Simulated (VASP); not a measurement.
A run of VASP 6.6.1 is set up as follows.

Contents of INCAR:

```
PREC = Accurate
ENCUT = 520
EDIFF = 1E-6
ISMEAR = 0
SIGMA = 0.1
LREAL = F
LASPH = T
NELM = 100
ALGO = Normal
ISIF = 2
LWAVE = F
LCHARG = F
GGA = PE
NBANDS = 35
```

File KPOINTS:

```
Automatic mesh
0
Gamma
  12 12 4
```

POSCAR

```
RuS2
1.0
    3.3267981626      0.0000000000      0.0000000000
   -1.6633990813      2.8810917221      0.0000000000
    0.0000000000      0.0000000000     12.1988451716
Ru S
2 4
Direct
    0.3333333333      0.6666666667      0.2500000000
    0.6666666667      0.3333333333      0.7500000000
    0.3333333333      0.6666666667      0.6348093641
    0.6666666667      0.3333333333      0.1348093641
    0.3333333333      0.6666666667      0.8651906359
    0.6666666667      0.3333333333      0.3651906359
```

Potentials or basis: VASP PAW PBE potentials, release 64 (Ru_pv, S).

Launch:

```sh
$ cat potpaw_PBE.64/Ru_pv/POTCAR potpaw_PBE.64/S/POTCAR > POTCAR
$ mpirun -np 1 vasp_std > vasp.out
```

**Question.** Predict the band gap on the k mesh.

**Answer.** Zero (bands 26 and 27 overlap by 1.33 eV).

**Question.** Predict the pressure.

**Answer.** -0.2 GPa.

**Question.** What does it give for the largest force?

**Answer.** 0.029 eV/Å.

Forces on the atoms (eV/Å):
```
Ru   0.000  0.000  0.000
Ru   0.000  0.000  0.000
S    0.000  0.000  0.029
S    0.000  0.000  0.029
S    0.000  0.000 -0.029
S    0.000  0.000 -0.029
```

Caveat: this functional lacks dispersion, which binds the layers, so the pressure and a relaxed spacing across them are unreliable.
